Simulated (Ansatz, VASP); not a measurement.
**Two plane-wave programs on SiC**

The input POSCAR:

```
SiC
1.0
    0.0000000000      2.1780504216      2.1780504216
    2.1780504216      0.0000000000      2.1780504216
    2.1780504216      2.1780504216      0.0000000000
Si C
1 1
Direct
    0.2500000000      0.2500000000      0.2500000000
    0.0000000000      0.0000000000      0.0000000000
```

Contents of INCAR.step1:

```
SYSTEM = SiC
PREC = Accurate
ENCUT = 520
ISMEAR = 0
SIGMA = 0.01
LREAL = .FALSE.
LASPH = .TRUE.
NELM = 80
NBANDS = 11
GGA = PE
ALGO = Normal
EDIFF = 1E-4
LWAVE = .TRUE.
LCHARG = .FALSE.
```

Contents of INCAR.step2:

```
SYSTEM = SiC
PREC = Accurate
ENCUT = 520
EDIFF = 1E-7
ISMEAR = 0
SIGMA = 0.01
LREAL = .FALSE.
LASPH = .TRUE.
NELM = 80
ALGO = Normal
ISIF = 2
LWAVE = .FALSE.
LCHARG = .FALSE.
METAGGA = R2SCAN
LMIXTAU = .TRUE.
NBANDS = 11
ISTART = 1
```

The input KPOINTS:

```
regular mesh
0
G
  10 10 10
  0 0 0
```

Input for Ansatz:

```yaml
crystal:
  lattice:
    - [0.0, 2.1780504216, 2.1780504216]
    - [2.1780504216, 0.0, 2.1780504216]
    - [2.1780504216, 2.1780504216, 0.0]
  atoms:
    - { symbol: Si, position: [0.25, 0.25, 0.25] }
    - { symbol: C, position: [0.0, 0.0, 0.0] }
kpoints:
  mp_grid: { grid: [10, 10, 10] }
  band_path:
    path:
      - [0.0, 0.0, 0.0]
      - [-0.5, -0.5, 0.0]
      - [-0.375, -0.375, 0.25]
      - [-0.375, 0.0, 0.375]
      - [0.0, 0.0, 0.5]
      - [-0.5, -0.25, 0.25]
      - [0.0, 0.5, 0.5]
    npoints: 1
hamiltonian:
  xc: r2scan
scf:
  occupations: { method: fixed }
  n_extra_bands: 4
output:
  forces: true
  stress: true
  eigenvalues: true
```

Alike in both runs: task single point; functional r2SCAN; k mesh 10 × 10 × 10; no spin polarisation.

```csv
,VASP,Ansatz
version,VASP 6.6.1,Ansatz 0.2.0
potentials or method,"VASP PAW PBE potentials, release 64 (Si, C)","plane waves, PAW"
plane-wave cutoff (eV),520,500
occupations,"gaussian, width 0.01 eV",fixed
valence electrons in the cell,8,8
```

Ansatz gave:

```
gap on the k mesh at the Fermi level (eV) : 1.71
pressure (GPa)                            : 0.0
```

Q: Estimate VASP's values.

A: gap on the k mesh at the Fermi level (eV): 1.72; pressure (GPa): -0.1.

VASP's potentials were made for PBE, not for r2SCAN.
